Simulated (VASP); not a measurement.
# CuF (Pm-3m) in VASP: a series of runs

The runs below take CuF through single point, with PBE, PBE-based global hybrid.

Everything below comes from runs of VASP 6.6.1. Logs are shortened: lines on timing, memory, paths and dates and some standing lists are left out, and cuts for length are marked.

## 1. The cell of the first run

It takes space group Pm-3m (No. 221, cubic). The conventional cell has a = 2.738 Å, b = 2.738 Å, c = 2.738 Å, α = 90.00°, β = 90.00°, γ = 90.00°. Cu (site symmetry m-3m) has 8 F at 2.37 Å and 6 Cu at 2.74 Å within 3.1 Å. Within 3.1 Å of F (site symmetry m-3m) lie 8 Cu at 2.37 Å and 6 F at 2.74 Å.

## 2. Single point, PBE

Input file INCAR:

```
  PREC = Accurate
  ENCUT = 520
  EDIFF = 1E-6
  ISMEAR = 0
  SIGMA = 0.001
  LREAL = False
  LASPH = True
  NELM = 60
  ALGO = Normal
  ISIF = 2
  LWAVE = False
  LCHARG = True
  GGA = PE
  LELF = True
  LVHAR = True
  NBANDS = 16
```

Input file KPOINTS:

```
regular mesh
0
Gamma
  6 6 6
```

Input file POSCAR:

```
CuF
1.0
    2.7384616615      0.0000000000      0.0000000000
    0.0000000000      2.7384616615      0.0000000000
    0.0000000000      0.0000000000      2.7384616615
Cu F
1 1
Direct
    0.0000000000      0.0000000000      0.0000000000
    0.5000000000      0.5000000000      0.5000000000
```

Potentials or basis: VASP PAW PBE potentials, release 64 (Cu, F).

On the command line:

```bash
$ cat potpaw_PBE.64/Cu/POTCAR potpaw_PBE.64/F/POTCAR > POTCAR
$ mpirun -np 1 vasp_std > vasp.out
```

OUTCAR:

```text
PREC = Accurate
   ENCUT = 520
   EDIFF = 1E-6
   ISMEAR = 0
   LREAL = False
   LASPH = True
   NELM = 60
   ISIF = 2
   GGA = PE

 ion  position               nearest neighbor table
   1  0.000  0.000  0.000-
   2  0.500  0.500  0.500-

  LATTYP: Found a simple cubic cell.
 ALAT       =     2.7384616615

  Lattice vectors:

 A1 = (   2.7384616615,   0.0000000000,   0.0000000000)
 A2 = (   0.0000000000,   2.7384616615,   0.0000000000)
 A3 = (   0.0000000000,   0.0000000000,   2.7384616615)

Analysis of symmetry for initial positions (statically):
=====================================================================
 Subroutine PRICEL returns:
 Original cell was already a primitive cell.

 Routine SETGRP: Setting up the symmetry group for a
 simple cubic supercell.

 Subroutine GETGRP returns: Found 48 space group operations
[... 9 lines left out ...]

 Routine SETGRP: Setting up the symmetry group for a
 simple cubic supercell.

 Subroutine GETGRP returns: Found 48 space group operations
[... 11 lines left out ...]
                                     Primitive cell

  volume of cell :      20.5362

  direct lattice vectors                    reciprocal lattice vectors
     2.738461662  0.000000000  0.000000000     0.365168523  0.000000000  0.000000000
     0.000000000  2.738461662  0.000000000     0.000000000  0.365168523  0.000000000
     0.000000000  0.000000000  2.738461662     0.000000000  0.000000000  0.365168523

  length of vectors
     2.738461662  2.738461662  2.738461662     0.365168523  0.365168523  0.365168523

  position of ions in fractional coordinates (direct lattice)
[... 8 lines left out ...]
----------------------------------------------------------------------------------------

 KPOINTS: regular mesh

Automatic generation of k-mesh.
 Grid dimensions read from file:
 generate k-points for:    6    6    6

 Generating k-lattice:

  Cartesian coordinates                     Fractional coordinates (reciprocal lattice)
     0.060861420  0.000000000  0.000000000     0.166666667  0.000000000  0.000000000
     0.000000000  0.060861420  0.000000000     0.000000000  0.166666667  0.000000000
     0.000000000  0.000000000  0.060861420     0.000000000  0.000000000  0.166666667

  Length of vectors
     0.060861420  0.060861420  0.060861420

  Shift w.r.t. Gamma in fractional coordinates (k-lattice)
     0.000000000  0.000000000  0.000000000
[... 40 lines left out ...]
   ISPIN  =      1    spin polarized calculation?
   LNONCOLLINEAR =      F non collinear calculations
   LSORBIT =      F    spin-orbit coupling
   LASPH  =      T    aspherical Exc in radial PAW
   ENCUT  =  520.0 eV  38.22 Ry    6.18 a.u.   5.09  5.09  5.09*2*pi/ulx,y,z
   NELM   =     60;   NELMIN=  2; NELMDL= -5     # of ELM steps
   EDIFF  = 0.1E-05   stopping-criterion for ELM
   LREAL  =      F    real-space projection
   EDIFFG = 0.1E-04   stopping-criterion for IOM
   NSW    =      0    number of steps for IOM
   IBRION =     -1    ionic relax: 0-MD 1-quasi-New 2-CG
   NFREE  =      0    steps in history (QN), initial steepest desc. (CG)
   ISIF   =      2    stress and relaxation
   ISYM   =      2    0-nonsym 1-usesym 2-fastsym
   POTIM  = 0.5000    time-step for ionic-motion
   TEBEG  =    0.0;   TEEND  =   0.0 temperature during run
   PSTRESS=    0.0 pullay stress
   NELECT =      18.0000    total number of electrons
   NUPDOWN=      -1.0000    fix difference up-down
   EMIN   =  10.00;   EMAX   =-10.00  energy-range for DOS
   EFERMI =   0.00;   METHOD = LEGACY
   ISMEAR =     0;   SIGMA  =   0.00  broadening in eV -4-tet -1-fermi 0-gaus
   EFERMI_NEDOS =   21; number of points for ismear=-14 and -15
   IALGO  =     38    algorithm
   IMIX   =      4    mixing-type and parameters
     AMIX     =   0.40;   BMIX     =  1.00
     AMIX_MAG =   1.60;   BMIX_MAG =  1.00
  volume/ion in A,a.u.               =      10.27        69.29
  Fermi-wavevector in a.u.,A,eV,Ry     =   1.566723  2.960678 33.397163  2.454622
  Thomas-Fermi vector in A             =   2.669009
   LORBIT       =      0    0 simple, 1 ext, 2 COOP (PROOUT), +10 PAW based schemes
   GGA     = PE    functional components
   LHFCALC =     F    Hartree Fock is set to
   AEXX    =    0.0000 exact exchange contribution
   IVDW    =     0    specifies the selected vdW correction
   LEPSILON=     F    determine dielectric tensor
   LRPA    =     F    only Hartree local field effects (RPA)
 non-spin polarized calculation
 Gauss-broadening in eV      SIGMA  =   0.00
  energy-cutoff  :      520.00
  volume of cell :       20.54
 maximum number of plane-waves:       565
   NGX = 11   NGY = 11   NGZ = 11

 number of electron      17.9999961 magnetization

 Free energy of the ion-electron system (eV)
  ---------------------------------------------------
  ext. energy  EPLUGINS =         0.00000000
  ---------------------------------------------------
  free energy    TOTEN  =        -6.96896025 eV

  energy without entropy =       -6.96895044  energy(sigma->0) =       -6.96895535

 E-fermi :   5.0026     XC(G=0): -11.8710

 val. band max:        4.9907573555   @ k =   0.5000   0.5000   0.1667
 cond. band min:       5.0032518679   @ k =   0.5000   0.5000   0.3333
 fundamental gap:      0.0124945124
 Fermi energy:         5.0025677975

 k-point     1 :       0.0000    0.0000    0.0000
  band No.  band energies     occupation
      1     -19.1004      2.00000
      2       0.5756      2.00000
      3       0.5756      2.00000
      4       0.5756      2.00000
      5       3.0876      2.00000
      6       3.0876      2.00000
[... 357 lines left out ...]
      3      -1.3745      2.00000
      4      -1.3745      2.00000
      5       4.9774      2.00000
      6       4.9774      2.00000
[... 8 lines left out ...]
     15      23.5425      0.00000
     16      23.5425      0.00000

------------------------ aborting loop because EDIFF is reached ----------------------------------------

  FORCE on cell =-STRESS in cart. coord.  units (eV):
  Direction    XX          YY          ZZ          XY          YZ          ZX
  --------------------------------------------------------------------------------------
  -------------------------------------------------------------------------------------
  Total        0.8336655      0.8336655      0.8336655      0.0000000      0.0000000     -0.0000000
  in kB       65.0402796     65.0402796     65.0402796      0.0000000      0.0000000     -0.0000000
  external PRESSURE =      65.0402796 kB  Pullay stress =       0.0000000 kB

 VOLUME and BASIS-vectors are now :
 -----------------------------------------------------------------------------
  energy-cutoff  :      520.00
  volume of cell :       20.54
      direct lattice vectors                 reciprocal lattice vectors
     2.738461662  0.000000000  0.000000000     0.365168523  0.000000000  0.000000000
     0.000000000  2.738461662  0.000000000     0.000000000  0.365168523  0.000000000
     0.000000000  0.000000000  2.738461662     0.000000000  0.000000000  0.365168523

 POSITION                                       TOTAL-FORCE (eV/Angst)
 -----------------------------------------------------------------------------------
      0.00000      0.00000      0.00000         0.000000      0.000000      0.000000
      1.36923      1.36923      1.36923         0.000000      0.000000      0.000000
 -----------------------------------------------------------------------------------
    total drift:                                0.000000      0.000000      0.000000

  FREE ENERGIE OF THE ION-ELECTRON SYSTEM (eV)
  ---------------------------------------------------
  free  energy   TOTEN  =        -6.9689602544 eV

  energy  without entropy=       -6.9689504393  energy(sigma->0) =       -6.96895535
```

OSZICAR:

```text
N       E                     dE             d eps       ncg     rms          rms(c)
DAV:   1     0.106860365820E+03    0.10686E+03   -0.94376E+03   688   0.181E+03
DAV:   2    -0.250850966349E+01   -0.10937E+03   -0.98244E+02   688   0.305E+02
DAV:   3    -0.784923006508E+01   -0.53407E+01   -0.52024E+01   752   0.710E+01
DAV:   4    -0.790321587808E+01   -0.53986E-01   -0.53978E-01   752   0.688E+00
DAV:   5    -0.790406353302E+01   -0.84765E-03   -0.84764E-03   800   0.862E-01    0.631E+00
DAV:   6    -0.745390965017E+01    0.45015E+00   -0.39041E+00   848   0.496E+01    0.533E+00
DAV:   7    -0.698127377282E+01    0.47264E+00   -0.12370E+00   744   0.370E+01    0.982E-01
DAV:   8    -0.697340179414E+01    0.78720E-02   -0.69556E-02   704   0.232E+00    0.406E-01
DAV:   9    -0.696901802733E+01    0.43838E-02   -0.49935E-03   896   0.134E+00    0.919E-02
DAV:  10    -0.696897231257E+01    0.45715E-04   -0.87926E-04   800   0.524E-01    0.496E-02
DAV:  11    -0.696897885732E+01   -0.65448E-05   -0.12599E-04   904   0.254E-01    0.346E-02
DAV:  12    -0.696896030312E+01    0.18554E-04   -0.37545E-05   848   0.873E-02    0.246E-03
DAV:  13    -0.696896025438E+01    0.48742E-07   -0.13239E-06   640   0.112E-02
   1 F= -.69689603E+01 E0= -.69689553E+01  d E =-.981507E-05
```

Wall time 3.1 s (1 thread of Intel Xeon 6975P-C (Granite Rapids), shared host); peak memory 0.12 GiB.

Results:

```yaml
Free_energy: -6.9690 eV
Pressure: 6.5 GPa
Band_gap_on_the_k_mesh: zero (band 9 reaches 5.01 eV, above the bottom of band 10 at 4.65 eV)
```

Levels at points of the mesh, in eV from the Fermi level:
```csv
k point,band 5,band 6,band 7,band 8,band 9,band 10,band 11,band 12,band 13,band 14
"(0.00, 0.00, 0.00)",-1.91,-1.91,-1.86,-0.36,-0.36,-0.36,15.38,15.38,17.12,17.12
"(0.50, 0.00, 0.00)",-1.68,-0.43,-0.30,-0.16,-0.16,4.23,4.91,16.79,16.79,17.33
"(0.50, 0.50, 0.00)",-1.73,-1.25,-0.75,-0.75,-0.02,5.00,8.63,8.63,14.98,22.54
"(0.50, 0.50, 0.50)",-0.03,-0.03,-0.03,0.01,0.01,6.92,6.92,6.92,11.56,18.54
```

Caveat: the k points lie up to 0.38 Å⁻¹ apart; semilocal functionals often make such compounds metallic where correlation or magnetic order opens a gap, which also shifts bond lengths.

## 3. Single point, PBE-based global hybrid

POSCAR is that of step 2.

Input file INCAR.step1:

```
SYSTEM = CuF
PREC = Accurate
ENCUT = 520
EDIFF = 1E-5
ISMEAR = -1
SIGMA = 0.02
LREAL = .FALSE.
LASPH = .TRUE.
NELM = 100
ALGO = Normal
ISIF = 2
LWAVE = .TRUE.
LCHARG = .FALSE.
NBANDS = 16
GGA = PE
```

Input file INCAR.step2:

```
SYSTEM = CuF
PREC = Accurate
ENCUT = 520
EDIFF = 1E-6
ISMEAR = -1
SIGMA = 0.02
LREAL = .FALSE.
LASPH = .TRUE.
NELM = 100
ALGO = Normal
ISIF = 2
LWAVE = .FALSE.
LCHARG = .FALSE.
GGA = PE
LHFCALC = .TRUE.
AEXX = 0.3
PRECFOCK = Normal
NBANDS = 16
ISTART = 1
```

Input file KPOINTS:

```
Automatic mesh
0
G
  4 4 4
  0 0 0
```

Potentials or basis: VASP PAW PBE potentials, release 64 (Cu, F).

On the command line:

```bash
$ cat potpaw_PBE.64/Cu/POTCAR potpaw_PBE.64/F/POTCAR > POTCAR
$ cp INCAR.step1 INCAR
$ mpirun -np 1 vasp_std > vasp.out
$ cp INCAR.step2 INCAR
$ mpirun -np 1 vasp_std > vasp.out
```

OUTCAR:

```text
SYSTEM = CuF
   PREC = Accurate
   ENCUT = 520
   EDIFF = 1E-6
   ISMEAR = -1
   LREAL = .FALSE.
   LASPH = .TRUE.
   NELM = 100
   ISIF = 2
   GGA = PE
   LHFCALC = .TRUE.
   AEXX = 0.3
   PRECFOCK = Normal
   ISTART = 1

 ion  position               nearest neighbor table
   1  0.000  0.000  0.000-
   2  0.500  0.500  0.500-

  LATTYP: Found a simple cubic cell.
 ALAT       =     2.7384616615

  Lattice vectors:

[... 364 lines left out ...]
     15      25.4588      0.00000
     16      25.4588      0.00000

------------------------ aborting loop because EDIFF is reached ----------------------------------------

  FORCE on cell =-STRESS in cart. coord.  units (eV):
  Direction    XX          YY          ZZ          XY          YZ          ZX
  --------------------------------------------------------------------------------------
  -------------------------------------------------------------------------------------
  Total        0.2303069      0.2303069      0.2303069      0.0000000      0.0000000      0.0000000
  in kB       17.9679081     17.9679081     17.9679081      0.0000000      0.0000000      0.0000000
  external PRESSURE =      17.9679081 kB  Pullay stress =       0.0000000 kB

 VOLUME and BASIS-vectors are now :
 -----------------------------------------------------------------------------
  energy-cutoff  :      520.00
  volume of cell :       20.54
      direct lattice vectors                 reciprocal lattice vectors
     2.738461662  0.000000000  0.000000000     0.365168523  0.000000000  0.000000000
     0.000000000  2.738461662  0.000000000     0.000000000  0.365168523  0.000000000
     0.000000000  0.000000000  2.738461662     0.000000000  0.000000000  0.365168523

 POSITION                                       TOTAL-FORCE (eV/Angst)
 -----------------------------------------------------------------------------------
      0.00000      0.00000      0.00000         0.000000      0.000000      0.000000
      1.36923      1.36923      1.36923         0.000000      0.000000      0.000000
 -----------------------------------------------------------------------------------
    total drift:                                0.000001      0.000002      0.000001

  FREE ENERGIE OF THE ION-ELECTRON SYSTEM (eV)
  ---------------------------------------------------
  free  energy   TOTEN  =        -9.8769560121 eV

  energy  without entropy=       -9.8769560121  energy(sigma->0) =       -9.87695601
```

OUTCAR.step1:

```text
SYSTEM = CuF
   PREC = Accurate
   ENCUT = 520
   EDIFF = 1E-5
   ISMEAR = -1
   LREAL = .FALSE.
[... 394 lines left out ...]
      0.00000      0.00000      0.00000         0.000000      0.000000      0.000000
      1.36923      1.36923      1.36923         0.000000      0.000000      0.000000
 -----------------------------------------------------------------------------------
    total drift:                               -0.000000      0.000000      0.000000

  FREE ENERGIE OF THE ION-ELECTRON SYSTEM (eV)
  ---------------------------------------------------
  free  energy   TOTEN  =        -6.9468018294 eV

  energy  without entropy=       -6.9447151090  energy(sigma->0) =       -6.94575847
```

OSZICAR.step1:

```text
N       E                     dE             d eps       ncg     rms          rms(c)
DAV:   1     0.113955651884E+03    0.11396E+03   -0.92993E+03   336   0.178E+03
DAV:   2    -0.190267961916E+01   -0.11586E+03   -0.10241E+03   360   0.323E+02
DAV:   3    -0.787818511930E+01   -0.59755E+01   -0.57989E+01   376   0.749E+01
DAV:   4    -0.793858874636E+01   -0.60404E-01   -0.60392E-01   368   0.714E+00
DAV:   5    -0.793951748521E+01   -0.92874E-03   -0.92873E-03   432   0.915E-01    0.651E+00
DAV:   6    -0.753173772059E+01    0.40778E+00   -0.49269E+00   416   0.515E+01    0.553E+00
DAV:   7    -0.696002984518E+01    0.57171E+00   -0.11768E+00   360   0.383E+01    0.138E+00
DAV:   8    -0.695139704886E+01    0.86328E-02   -0.16954E-01   416   0.724E+00    0.375E-01
DAV:   9    -0.694706402437E+01    0.43330E-02   -0.13309E-02   448   0.335E+00    0.171E-01
DAV:  10    -0.694679033252E+01    0.27369E-03   -0.14378E-03   440   0.878E-01    0.202E-02
DAV:  11    -0.694680556682E+01   -0.15234E-04   -0.72315E-05   448   0.144E-01    0.187E-02
DAV:  12    -0.694680182941E+01    0.37374E-05   -0.12933E-05   264   0.784E-02
   1 F= -.69468018E+01 E0= -.69457585E+01  d E =-.208672E-02
```

It took 67 s on 1 thread of Intel Xeon 6975P-C (Granite Rapids), shared host; peak memory 0.13 GiB.

What came out:

* Free energy: -9.8770 eV
* Pressure: 1.8 GPa
* Band gap on the k mesh: 1.47 eV, indirect (least direct gap 2.13 eV)

Caveat: the k points lie up to 0.57 Å⁻¹ apart; the PAW data sets were made with another functional, which shifts forces and pressure a little. A k mesh can miss the band edges.

## 4. Single point, PBE

Input file INCAR:

```
ALGO = Normal ; EDIFF = 1E-6
ENCUT = 600 ; GGA = PE
GGA_COMPAT = False ; ISIF = 2
ISMEAR = -1 ; LASPH = True
LCHARG = False ; LREAL = False
LWAVE = False ; NBANDS = 16
NELM = 120 ; PREC = Accurate
SIGMA = 0.02
```

Input file KPOINTS:

```
k-points
0
Gamma
  6 6 6
```

POSCAR is that of step 3.

On the command line:

```bash
$ cat potpaw_PBE.64/Cu/POTCAR potpaw_PBE.64/F/POTCAR > POTCAR
$ mpirun -np 1 vasp_std > vasp.out
```

It took 5.2 s on 1 thread of AMD EPYC 9R45 (Zen 5), shared host; peak memory 0.1 GiB.

Results (log left out):

| Property | Result |
| --- | --- |
| Free energy | -6.9721 eV |
| Pressure | 6.4 GPa |
| Band gap on the k mesh | zero (band 9 reaches 5.01 eV, above the bottom of band 10 at 4.65 eV) |

Levels at points of the mesh, in eV from the Fermi level:
```csv
k point,band 5,band 6,band 7,band 8,band 9,band 10,band 11,band 12,band 13,band 14
"(0.00, 0.00, 0.00)",-1.92,-1.92,-1.87,-0.36,-0.36,-0.36,15.37,15.37,17.11,17.11
"(0.50, 0.00, 0.00)",-1.69,-0.44,-0.31,-0.17,-0.17,4.22,4.90,16.78,16.78,17.32
"(0.50, 0.50, 0.00)",-1.73,-1.26,-0.76,-0.76,-0.02,5.00,8.62,8.62,14.97,22.53
"(0.50, 0.50, 0.50)",-0.03,-0.03,-0.03,0.00,0.00,6.91,6.91,6.91,11.55,18.52
```

Caveat: the k points lie up to 0.38 Å⁻¹ apart; semilocal functionals often make such compounds metallic where correlation or magnetic order opens a gap, which also shifts bond lengths. With open d or f shells a metallic result of PBE can be an artefact of self-interaction; +U or a hybrid may open a gap.

(Part 1 of 2 ends here.)
